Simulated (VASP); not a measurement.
The system is CdS (x).

```xyz
4
Lattice="4.1370 0.0000 0.0000 -2.0685 3.5827 0.0000 0.0000 0.0000 6.7160" Properties=species:S:1:pos:R:3 pbc="T T T"
Cd    0.0000    2.3885   -0.1240
Cd    2.0685    1.1942    3.2340
S     0.0000    2.3885    2.6560
S     2.0685    1.1942    6.0140
```

Base run:

```yaml
Program: VASP 6.6.1
Functional: PBEsol
Potentials_or_basis: VASP PAW PBE potentials, release 64 (Cd_sv_GW, S)
Cutoff: 540 eV
k_mesh: 9 × 9 × 4
Occupations: gaussian, width 0.01 eV
Spin: no spin polarisation
```

Its results: band gap on the k mesh 1.19 eV, direct; pressure -0.3 GPa; largest force 0.625 eV/Å.

Question: The run is repeated on the same cell with these changes: potentials or basis from VASP PAW PBE potentials, release 64 (Cd_sv_GW, S) to VASP PAW PBE potentials, release 64 (Cd, S); cutoff from 540 eV to 520 eV; further incar settings from ALGO = Normal; EDIFF = 1e-06; NBANDS = 34 to ALGO = Normal; EDIFF = 1e-07; NBANDS = 26; valence electrons from 52 to 36. What comes out?

Answer: Band gap on the k mesh 1.20 eV, direct; pressure 1.0 GPa; largest force 0.648 eV/Å.

Caveats: the PAW data sets were made with another functional, which shifts forces and pressure a little.

